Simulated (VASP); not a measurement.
# KF (I4/mmm) in VASP: further runs, part 2 of 2

VASP 6.6.1. The steps go on from the part before.

## (4) Single point, PBE (biaxial strain in the a-b plane: +4.5 %, then relaxed in part)

The input, INCAR:

```
SYSTEM = KF
  PREC = Accurate
  ENCUT = 520
  EDIFF = 1E-7
  ISMEAR = 0
  SIGMA = 0.02
  LREAL = .False.
  LASPH = .True.
  NELM = 80
  ALGO = Normal
  ISIF = 2
  LWAVE = .False.
  LCHARG = .True.
  GGA = PE
  LELF = .True.
  LVHAR = .True.
  NBANDS = 24
```

The input, KPOINTS:

```
Automatic mesh
0
Gamma
  6 6 4
  0 0 0
```

The input, POSCAR:

```
KF
1.0
    2.8322972011      2.8322972011      0.0000000000
   -2.8322972011      2.8322972011      0.0000000000
    0.0000000000      0.0000000000      5.3151946987
K F
2 2
Direct
    0.0000000000      0.0000000000      0.0000000000
    0.5000000000      0.5000000000      0.5000000000
    0.5000000000      0.5000000000      0.0000000000
    0.0000000000      0.0000000000      0.5000000000
```

Potentials or basis: VASP PAW PBE potentials, release 64 (K_sv, F).

Command:

```
$ cat potpaw_PBE.64/K_sv/POTCAR potpaw_PBE.64/F/POTCAR > POTCAR
$ mpirun -np 1 vasp_std > vasp.out
```

OUTCAR:

```text
SYSTEM = KF
   PREC = Accurate
   ENCUT = 520
   EDIFF = 1E-7
   ISMEAR = 0
   LREAL = .False.
   LASPH = .True.
   NELM = 80
   ISIF = 2
   GGA = PE

 ion  position               nearest neighbor table
   1  0.000  0.000  0.000-   4 2.66   4 2.66   3 2.83   3 2.83   3 2.83   3 2.83
   2  0.500  0.500  0.500-   3 2.66   3 2.66   4 2.83   4 2.83   4 2.83   4 2.83
   3  0.500  0.500  0.000-   2 2.66   2 2.66   1 2.83   1 2.83   1 2.83   1 2.83
   4  0.000  0.000  0.500-   1 2.66   1 2.66   2 2.83   2 2.83   2 2.83   2 2.83

  LATTYP: Found a simple tetragonal cell.
 ALAT       =     4.0054731145
 C/A-ratio  =     1.3269829922

  Lattice vectors:

 A1 = (   2.8322972011,   2.8322972011,   0.0000000000)
 A2 = (  -2.8322972011,   2.8322972011,   0.0000000000)
 A3 = (   0.0000000000,   0.0000000000,   5.3151946987)

Analysis of symmetry for initial positions (statically):
=====================================================================
 Subroutine PRICEL returns following result:

  LATTYP: Found a body centered tetragonal cell.
 ALAT       =     4.0054731145
 C/A-ratio  =     1.3269829922

  Lattice vectors:

 A1 = (   0.0000000000,  -2.8322972011,  -2.6575973494)
 A2 = (   0.0000000000,   2.8322972011,  -2.6575973493)
 A3 = (   2.8322972011,   0.0000000000,   2.6575973494)

   2 primitive cells build up your supercell.

 Routine SETGRP: Setting up the symmetry group for a
 simple tetragonal supercell.

 Subroutine GETGRP returns: Found 16 space group operations
 (whereof 16 operations were pure point group operations)
 out of a pool of 16 trial point group operations.

The static configuration has the point symmetry D_4h.

Analysis of symmetry for dynamics (positions and initial velocities):
=====================================================================
[... 131 lines left out ...]
   PSTRESS=    0.0 pullay stress
   NELECT =      32.0000    total number of electrons
   NUPDOWN=      -1.0000    fix difference up-down
   EMIN   =  10.00;   EMAX   =-10.00  energy-range for DOS
   EFERMI =   0.00;   METHOD = LEGACY
   ISMEAR =     0;   SIGMA  =   0.02  broadening in eV -4-tet -1-fermi 0-gaus
   EFERMI_NEDOS =   21; number of points for ismear=-14 and -15
   IALGO  =     38    algorithm
   IMIX   =      4    mixing-type and parameters
     AMIX     =   0.40;   BMIX     =  1.00
     AMIX_MAG =   1.60;   BMIX_MAG =  1.00
  volume/ion in A,a.u.               =      21.32       143.87
  Fermi-wavevector in a.u.,A,eV,Ry     =   1.180817  2.231420 18.970991  1.394328
  Thomas-Fermi vector in A             =   2.317102
   LORBIT       =      0    0 simple, 1 ext, 2 COOP (PROOUT), +10 PAW based schemes
   GGA     = PE    functional components
   LHFCALC =     F    Hartree Fock is set to
   AEXX    =    0.0000 exact exchange contribution
   IVDW    =     0    specifies the selected vdW correction
   LEPSILON=     F    determine dielectric tensor
   LRPA    =     F    only Hartree local field effects (RPA)
 non-spin polarized calculation
 Gauss-broadening in eV      SIGMA  =   0.02
  energy-cutoff  :      520.00
  volume of cell :       85.28
 maximum number of plane-waves:      2347
 NGX is ok and might be reduce to    30
   NGX = 15   NGY = 15   NGZ = 19

 number of electron      31.9999971 magnetization

 Free energy of the ion-electron system (eV)
  ---------------------------------------------------
  ext. energy  EPLUGINS =         0.00000000
  ---------------------------------------------------
  free energy    TOTEN  =       -16.54931178 eV

  energy without entropy =      -16.54931178  energy(sigma->0) =      -16.54931178

 E-fermi :  -2.8473     XC(G=0):  -7.9076

 val. band max:       -3.0286036228   @ k =   0.0000   0.0000   0.0000
 cond. band min:       2.5332125875   @ k =   0.0000   0.0000   0.0000
 fundamental gap:      5.5618162103
 Fermi energy:        -2.8473282319

 k-point     1 :       0.0000    0.0000    0.0000
  band No.  band energies     occupation
      1     -29.5239      2.00000
      2     -29.4458      2.00000
      3     -21.6788      2.00000
      4     -21.6769      2.00000
      5     -13.2175      2.00000
      6     -13.0278      2.00000
[... 637 lines left out ...]
     23       8.6935      0.00000
     24       8.6935      0.00000

 [... further k-points ...]
[... 5 lines left out ...]
  --------------------------------------------------------------------------------------
  -------------------------------------------------------------------------------------
  Total       -1.1664997     -1.1664997      0.0319092      0.0000000      0.0000000     -0.0000000
  in kB      -21.9163578    -21.9163578      0.5995139      0.0000000      0.0000000     -0.0000000
  external PRESSURE =     -14.4110672 kB  Pullay stress =       0.0000000 kB

 VOLUME and BASIS-vectors are now :
 -----------------------------------------------------------------------------
  energy-cutoff  :      520.00
  volume of cell :       85.28
      direct lattice vectors                 reciprocal lattice vectors
     2.832297201  2.832297201  0.000000000     0.176535146  0.176535146  0.000000000
    -2.832297201  2.832297201  0.000000000    -0.176535146  0.176535146  0.000000000
     0.000000000  0.000000000  5.315194699     0.000000000  0.000000000  0.188139863

 POSITION                                       TOTAL-FORCE (eV/Angst)
 -----------------------------------------------------------------------------------
      0.00000      0.00000      0.00000         0.000000     -0.000000      0.000000
      0.00000      2.83230      2.65760        -0.000000     -0.000000      0.000000
      0.00000      2.83230      0.00000        -0.000000      0.000000     -0.000000
      0.00000      0.00000      2.65760         0.000000     -0.000000      0.000000
 -----------------------------------------------------------------------------------
    total drift:                               -0.000000      0.000000     -0.000000

  FREE ENERGIE OF THE ION-ELECTRON SYSTEM (eV)
  ---------------------------------------------------
  free  energy   TOTEN  =       -16.5493117789 eV

  energy  without entropy=      -16.5493117789  energy(sigma->0) =      -16.54931178
```

stdout:

```text
POSCAR found type information on POSCAR K F
 POSCAR found :  2 types and       4 ions
 scaLAPACK will be used
 LDA part: xc-table for (Slater+PW92), standard interpolation
 POSCAR, INCAR and KPOINTS ok, starting setup
 FFT: planning ... GRIDC
 FFT: planning ... GRID_SOFT
 FFT: planning ... GRID
 WAVECAR not read
 entering main loop
```

Wall time 60 s (1 thread of Intel Xeon Platinum 8259CL at 2.50GHz (Skylake/Cascade Lake), shared host); peak memory 0.2 GiB.

What came out:

```
Free energy            : -16.5493 eV
Pressure               : -1.4 GPa
Band gap on the k mesh : 5.56 eV
```

Levels at points of the mesh, in eV from the valence-band top:
```
           k point  band 14  band 15  band 16  band 17  band 18  band 19
(0.00, 0.00, 0.00)    -0.07    -0.07     0.00     5.56     7.90     9.73
(0.50, 0.00, 0.00)    -0.28    -0.11    -0.11     8.34     8.34     9.55
(0.50, 0.50, 0.00)    -0.13    -0.06    -0.06     8.14     8.14     9.63
(0.00, 0.00, 0.50)    -0.13    -0.13    -0.13     7.26     7.26     8.91
(0.50, 0.00, 0.50)    -0.33    -0.31    -0.31     8.54     8.54     9.75
(0.50, 0.50, 0.50)    -0.27    -0.27    -0.27     9.37     9.37     9.37
```

Caveat: the cell differs from its parent crystal (biaxial strain in the a-b plane: +4.5 %, then relaxed in part).

## (5) Single point, PBE

This run uses another cell than the first one, of 21.32 Å³/atom.

The input, INCAR:

```
PREC     = Accurate       # precision mode
ENCUT    = 520            # plane-wave cutoff, eV
EDIFF    = 1E-6           # SCF threshold, eV
ISMEAR   = 0              # smearing method
SIGMA    = 0.02           # smearing width, eV
LREAL    = False          # projectors in reciprocal space
LASPH    = True           # aspherical terms in the spheres
NELM     = 100            # most SCF steps
ALGO     = Normal         # electronic algorithm
ISIF     = 2              # what is computed and relaxed
LWAVE    = False          # write WAVECAR
LCHARG   = False          # write CHGCAR
GGA      = PE             # functional
NBANDS   = 24             # bands
```

The input, KPOINTS:

```
Automatic mesh
0
Gamma
  6 6 4
```

POSCAR is that of step 4.

Command:

```
$ cat potpaw_PBE.64/K_sv/POTCAR potpaw_PBE.64/F/POTCAR > POTCAR
$ mpirun -np 1 vasp_std > vasp.out
```

Wall time 51 s (1 thread of Intel Xeon Platinum 8259CL at 2.50GHz (Skylake/Cascade Lake), shared host); peak memory 0.2 GiB.

Results (log left out):

- Free energy: -16.5493 eV
- Pressure: -1.5 GPa
- Band gap on the k mesh: 5.56 eV

Stress tensor (GPa, compression positive):
```
-2.21  0.00  0.00
 0.00 -2.21  0.00
 0.00  0.00  0.04
```

Levels at points of the mesh, in eV from the valence-band top:
```csv
k point,band 12,band 13,band 14,band 15,band 16,band 17,band 18,band 19,band 20,band 21
"(0.00, 0.00, 0.00)",-0.15,-0.15,-0.07,-0.07,0.00,5.56,7.90,9.73,10.23,10.23
"(0.50, 0.00, 0.00)",-0.54,-0.28,-0.28,-0.11,-0.11,8.34,8.34,9.55,9.55,11.20
"(0.50, 0.50, 0.00)",-0.33,-0.13,-0.13,-0.06,-0.06,8.13,8.13,9.63,9.63,10.71
"(0.00, 0.00, 0.50)",-0.50,-0.13,-0.13,-0.13,-0.13,7.26,7.26,8.91,8.91,11.58
"(0.50, 0.00, 0.50)",-0.73,-0.33,-0.33,-0.31,-0.31,8.54,8.54,9.75,9.75,11.32
"(0.50, 0.50, 0.50)",-0.43,-0.27,-0.27,-0.27,-0.27,9.37,9.37,9.37,9.37,10.45
```

A k mesh can miss the band edges.

## (6) Overview

```csv
cell,gap on the mesh (eV),pressure (GPa)
"a = 3.948, b = 3.948, c = 5.323 Å, 4 atoms",5.70,-0.9
"a = 4.005, b = 4.005, c = 5.274 Å, 4 atoms",5.58,-1.2
"a = 4.005, b = 4.005, c = 5.315 Å, 4 atoms",5.56,-1.5
```

Alike in all rows: task single point; level PBE; potentials or basis VASP PAW PBE potentials, release 64 (K_sv, F); no spin polarisation; k mesh 6 × 6 × 4; cutoff (eV) 520; smearing gaussian 0.02 eV.

Absolute energies hang on the potentials; compare differences alone.
